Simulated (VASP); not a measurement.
Wanted: the native input for a VASP 6.6.1 run.

| Property | Result |
| --- | --- |
| Task | relaxation of cell and atoms |
| Functional | RPBE |
| Potentials or basis | VASP PAW PBE potentials, release 64 (Cd, S) |
| Cutoff | 500 eV |
| k mesh | 6 × 6 × 4 |
| Occupations | fermi-dirac, width 0.02 eV |
| Spin | no spin polarisation |
| Dipole correction | no |
| Further INCAR settings | ALGO = Normal; EDIFF = 1e-07; IBRION = 2; EDIFFG = -0.01; NSW = 80; ISIF = 3 |

The structure of CdS (Greenockite) lies in POSCAR:

```
CdS
1.0
    4.1500000000      0.0000000000      0.0000000000
   -2.0750000000      3.5940054257      0.0000000000
    0.0000000000      0.0000000000      6.7370000000
Cd S
2 2
Direct
    0.3333333333      0.6666666667      0.0000000000
    0.6666666667      0.3333333333      0.5000000000
    0.3333333333      0.6666666667      0.3750000000
    0.6666666667      0.3333333333      0.8750000000
```

These files were run (other wordings do the same):

INCAR

```
SYSTEM = CdS
  PREC = Accurate
  ENCUT = 500
  EDIFF = 1E-7
  ISMEAR = -1
  SIGMA = 0.02
  LREAL = .False.
  LASPH = .True.
  NELM = 120
  ALGO = Normal
  ISIF = 3
  LWAVE = .False.
  LCHARG = .False.
  GGA = RP
  IBRION = 2
  NSW = 80
  EDIFFG = -0.01
  GGA_COMPAT = .False.
  NELMIN = 4
```

KPOINTS

```
regular mesh
0
Gamma
  6 6 4
  0 0 0
```

Potentials or basis: VASP PAW PBE potentials, release 64 (Cd, S).

The run is started by

```console
$ cat potpaw_PBE.64/Cd/POTCAR potpaw_PBE.64/S/POTCAR > POTCAR
$ mpirun -np 1 vasp_std > vasp.out
```

Results of the run:

The relaxed volume is 27.22 Å³/atom. The relaxed cell is a = 4.257 Å, b = 4.257 Å, c = 6.937 Å, α = 90.00°, β = 90.00°, γ = 120.00° and the space group after relaxing (to 0.05 Å) is P6_3mc (No. 186). The energy gained by relaxing is 28.2 meV/atom and the ionic steps are 5. The pressure after relaxing is 0.0 GPa. The largest force after relaxing is 0.009 eV/Å and the band gap on the k mesh is 1.19 eV, direct.

Caveat: the PAW data sets were made with another functional, which shifts forces and pressure a little.

Run time: 2.7 min on 1 thread of Intel Xeon 6975P-C, with other jobs on the host, peak memory 0.22 GiB.
